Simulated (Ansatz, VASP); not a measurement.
Ti: VASP beside Ansatz

File POSCAR:

```
Ti
1.0
    3.1452150183      0.0000000000      0.0000000000
   -1.5726075091      2.7238361062      0.0000000000
    0.0000000000      0.0000000000      8.5662360253
Ti
4
Direct
    0.0000000000      0.0000000000      0.2500000000
    0.0000000000      0.0000000000      0.7500000000
    0.3333333333      0.6666666667      0.7500000000
    0.6666666667      0.3333333333      0.2500000000
```

The input INCAR.step1:

```
SYSTEM = Ti
  PREC = Accurate
  ENCUT = 600
  ISMEAR = 0
  SIGMA = 0.1
  LREAL = .False.
  LASPH = .True.
  NELM = 100
  GGA = PE
  ALGO = Normal
  EDIFF = 1E-4
  LWAVE = .True.
  LCHARG = .False.
```

INCAR.step2

```
SYSTEM = Ti
  PREC = Accurate
  ENCUT = 600
  EDIFF = 1E-7
  ISMEAR = 0
  SIGMA = 0.1
  LREAL = .False.
  LASPH = .True.
  NELM = 100
  ALGO = Normal
  ISIF = 3
  LWAVE = .False.
  LCHARG = .False.
  METAGGA = R2SCAN
  LMIXTAU = .True.
  IBRION = 2
  NSW = 90
  EDIFFG = -0.04
  ISTART = 1
```

File KPOINTS:

```
Automatic mesh
0
Gamma
  6 6 2
  0 0 0
```

Input for Ansatz:

```yaml
crystal:
  lattice:
    - [3.1452150183, 0.0, 0.0]
    - [-1.5726075091, 2.7238361062, 0.0]
    - [0.0, 0.0, 8.5662360253]
  atoms:
    - { symbol: Ti, position: [0.0, 0.0, 0.25] }
    - { symbol: Ti, position: [0.0, 0.0, 0.75] }
    - { symbol: Ti, position: [0.3333333333, 0.6666666667, 0.75] }
    - { symbol: Ti, position: [0.6666666667, 0.3333333333, 0.25] }
basis:
  ecutwfc: 500
kpoints:
  mp_grid: { grid: [6, 6, 2] }
hamiltonian:
  xc: r2scan
scf:
  occupations: { method: gaussian, width: 0.1 }
  lower_state_search: "off"
output:
  forces: true
  stress: true
  eigenvalues: true
relax:
  adjacent_minimum: "off"
  f_tol: 0.04
  max_steps: 70
  cell: { stress_tol: 0.4 }
```

Alike in both runs: task relaxation of cell and atoms; functional r2SCAN; k mesh 6 × 6 × 2; occupations gaussian, width 0.1 eV; no spin polarisation.

|  | VASP | Ansatz |
| --- | --- | --- |
| version | VASP 6.6.1 | Ansatz 0.2.0 |
| potentials or method | VASP PAW PBE potentials, release 64 (Ti_sv), cutoff 600 eV | scalar-relativistic, plane waves, PAW |
| valence electrons in the cell | 48 | 48 |

|  | VASP | Ansatz | Ansatz less VASP |
| --- | --- | --- | --- |
| gap on the k mesh at the Fermi level, each at its own relaxed structure (eV) | none | none | - |
| relaxed volume (Å³/atom) | 19.30 | 19.21 | -0.088 |
| relaxed cell length with the largest relative difference (Å) | 4.211 | 4.181 | -0.0302 |

VASP's potentials were made for PBE, not for r2SCAN. A gap of «none» marks a metal or a gap that the smearing closes.

The k mesh is coarse, so the values compare programs but aren't converged.
